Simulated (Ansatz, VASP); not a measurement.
## Two plane-wave programs on TaN

INCAR

```
SYSTEM = TaN
PREC = Accurate
ENCUT = 520
EDIFF = 1E-6
ISMEAR = 0
SIGMA = 0.15
LREAL = .FALSE.
LASPH = .TRUE.
NELM = 100
ALGO = Normal
ISIF = 2
LWAVE = .FALSE.
LCHARG = .TRUE.
GGA = PS
LELF = .TRUE.
LVHAR = .TRUE.
NBANDS = 15
```

Contents of KPOINTS:

```
regular mesh
0
G
  21 21 18
  0 0 0
```

The input POSCAR:

```
TaN
1.0
    2.8462493896      0.0000000000      0.0000000000
   -1.4231246948      2.4649242769      0.0000000000
    0.0000000000      0.0000000000      2.9085822513
Ta N
1 1
Direct
    0.3333333333      0.6666666667      0.5000000000
    0.0000000000      0.0000000000      0.0000000000
```

Input for Ansatz:

```yaml
crystal:
  lattice:
    - [2.8462493896, 0.0, 0.0]
    - [-1.4231246948, 2.4649242769, 0.0]
    - [0.0, 0.0, 2.9085822513]
  atoms:
    - { symbol: Ta, position: [0.3333333333, 0.6666666667, 0.5] }
    - { symbol: "N", position: [0.0, 0.0, 0.0] }
basis:
  ecutwfc: 520.0
kpoints:
  mp_grid: { grid: [21, 21, 18] }
hamiltonian:
  xc: pbesol
scf:
  occupations: { method: gaussian, width: 0.15 }
output:
  forces: true
  stress: true
  eigenvalues: true
```

Alike in both runs: task single point; functional PBEsol; k mesh 21 × 21 × 18; occupations gaussian, width 0.15 eV; no spin polarisation.

|  | VASP | Ansatz |
| --- | --- | --- |
| version | VASP 6.6.1 | Ansatz 0.2.0 |
| potentials or method | VASP PAW PBE potentials, release 64 (Ta_pv, N), cutoff 520 eV | scalar-relativistic, plane waves, PAW |
| valence electrons in the cell | 16 | 18 |

Ansatz gave:

* gap on the k mesh at the Fermi level (eV): none
* pressure (GPa): 15.3
* traceless stress, the component that is largest in VASP (GPa): -17.43

**Question.** Which values does VASP return?

**Answer.** gap on the k mesh at the Fermi level (eV): none; pressure (GPa): 16.3; traceless stress, the component that is largest in VASP (GPa): -17.29.

VASP's potentials were made for PBE, not for PBEsol. A gap of «none» marks a metal or a gap that the smearing closes. VASP's potentials hold 16 valence electrons a cell and Ansatz's 18, so a difference there can come from the potentials and not from the codes.

Spin-orbit coupling is off throughout.
